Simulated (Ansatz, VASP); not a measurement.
# Al16HRu16: VASP beside Ansatz

```xyz
33
Lattice="0.0000 6.0069 6.0069 6.0069 0.0000 6.0069 6.0069 6.0069 0.0000" Properties=species:S:1:pos:R:3 pbc="T T T"
Al   -0.0025    0.0026    0.0122
Al    3.0094    3.0041    3.0051
Al    3.0094    3.0041   -0.0011
Al    6.0044    6.0094    2.9917
Al    2.9975    0.0060    3.0069
Al    6.0044    2.9957    6.0017
Al    6.0044    3.0080    3.0023
Al    9.0112    6.0128    6.0039
Al   -0.0025    2.9958    3.0092
Al    2.9975    6.0128    6.0039
Al    3.0043    6.0128    3.0069
Al    6.0044    9.0149    6.0085
Al    2.9925    3.0041    6.0058
Al    6.0043    6.0642    9.1289
Al    6.0043    6.0642    5.8888
Al    8.9994    9.0110    9.0120
Ru    1.5024    1.5050    1.5021
Ru    4.5006    4.5054    4.5038
Ru    4.5037    4.5084    1.5020
Ru    7.5178    7.5221    4.4948
Ru    4.4913    1.5150    4.5161
Ru    7.5396    4.5003    7.5088
Ru    7.5080    4.5056    4.5037
Ru   10.5061    7.5121    7.5088
Ru    1.5011    4.5056    4.5070
Ru    4.5066    7.5052    7.5088
Ru    4.4912    7.5219    4.4946
Ru    7.5053   10.5151    7.5088
Ru    4.4695    4.5006    7.5089
Ru    7.5178    7.5221   10.5231
Ru    7.5019    7.5050    7.5090
Ru   10.5074   10.5123   10.5140
H     6.0048    5.2446    7.5088
```

Alike in both runs: task single point; functional PBE; k mesh 2 × 2 × 2; occupations methfessel-paxton of order 1, width 0.1 eV; no spin polarisation.

```csv
,VASP,Ansatz
version,VASP 6.6.1,Ansatz 0.2.0
potentials or method,"VASP PAW PBE potentials, release 64 (Al, Ru_pv, H), cutoff 520 eV",plane-wave PAW DFT
valence electrons in the cell,273,305
```

```tsv
	VASP	Ansatz	Ansatz less VASP
rms of the force components (eV/Å)	0.045	0.047	+0.0017
```

The functional is the same, so the differences come from potentials, cutoffs and numerics. VASP's potentials hold 273 valence electrons a cell and Ansatz's 305, so a difference there can come from the potentials and not from the codes. Ansatz's warnings: near symmetry operation missed by atoms.

The k mesh is coarse, so the values compare programs but aren't converged.
